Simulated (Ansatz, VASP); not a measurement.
One calculation of Si3Sn4, two programs

```
Si Sn
1.0
     5.94521    0.00000    0.00000
     0.00000    5.94521    0.00000
     0.00000    0.00000    5.94521
Si Sn
3 4
Direct
  0.00000 0.50000 0.00000
  0.50000 0.00000 0.00000
  0.00000 0.00000 0.50000
  0.73780 0.73780 0.26220
  0.73780 0.26220 0.73780
  0.26220 0.73780 0.73780
  0.26220 0.26220 0.26220
```

Alike in both runs: functional PBE; k mesh 3 × 3 × 3; occupations gaussian, width 0.2 eV; no spin polarisation.

Ansatz relaxed the structure, and its values are those at the end. VASP's run is a single point on that final structure, the one shown.

```csv
,VASP,Ansatz
version,VASP 6.6.1,Ansatz 0.2.0
potentials or method,"VASP PAW PBE potentials, release 64 (Si, Sn_d), cutoff 520 eV","scalar-relativistic, plane waves, PAW"
valence electrons in the cell,68,68
```

```csv
,VASP,Ansatz,Ansatz less VASP
gap on the k mesh at the Fermi level (eV),none,none,-
pressure (GPa),-0.1,-0.1,-0.01
rms of the force components (eV/Å),0.012,0.010,-0.0020
```

A gap of «none» marks a metal or a gap that the smearing closes.
